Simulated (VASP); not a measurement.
Input of a VASP 6.6.1 run:

File INCAR:

```
  PREC = Accurate
  ENCUT = 520
  EDIFF = 1E-6
  ISMEAR = 0
  SIGMA = 0.05
  LREAL = F
  LASPH = T
  NELM = 80
  ALGO = Normal
  ISIF = 2
  LWAVE = F
  LCHARG = T
  LELF = T
  LVHAR = T
  NBANDS = 36
```

The input KPOINTS:

```
Automatic mesh
0
Gamma
  9 9 2
```

The input POSCAR:

```
MgO
1.0
    2.0806186598     -2.0806186598      0.0000000000
    2.0806186598      0.0000000000     -2.0806186598
    9.5645868519      8.7843548545      8.0041228570
Mg O
6 6
Direct
    1.0000000000     -0.1332309561      0.3552825496
    0.3333333333      0.2593161355      0.1973791942
    0.6666666667      0.4742219523      0.5131859050
    1.0000000000      0.6891277691      0.8289926158
    0.3333333333      0.0816748607      0.6710892604
    0.6666666667      0.6518632271      0.0394758388
    0.6666666667      0.5630425897      0.2763308719
    0.0000000000     -0.0444103187      0.1184275165
    0.3333333333      0.1704954981      0.4342342273
    0.6666666667      0.3854013149      0.7500409381
    1.0000000000      0.7779484065      0.5921375827
    0.3333333333     -0.0071457767      0.9079442935
```

Potentials or basis: VASP PAW LDA potentials, release 64 (Mg, O).

The run is started by

```sh
$ cat potpaw_LDA.64/Mg/POTCAR potpaw_LDA.64/O/POTCAR > POTCAR
$ mpirun -np 1 vasp_std > vasp.out
```

Question: What does it give for the largest force?

Answer: 3.498 eV/Å.

Question: What does it give for the pressure?

Answer: -4.3 GPa.

Stress tensor (GPa, compression positive):
```
-4.37 -5.43 -5.63
-5.43 -3.76 -4.36
-5.63 -4.36 -4.67
```

Caveat: forces of over 1 eV/Å act on the atoms, so gaps and moduli don't describe the material at rest.
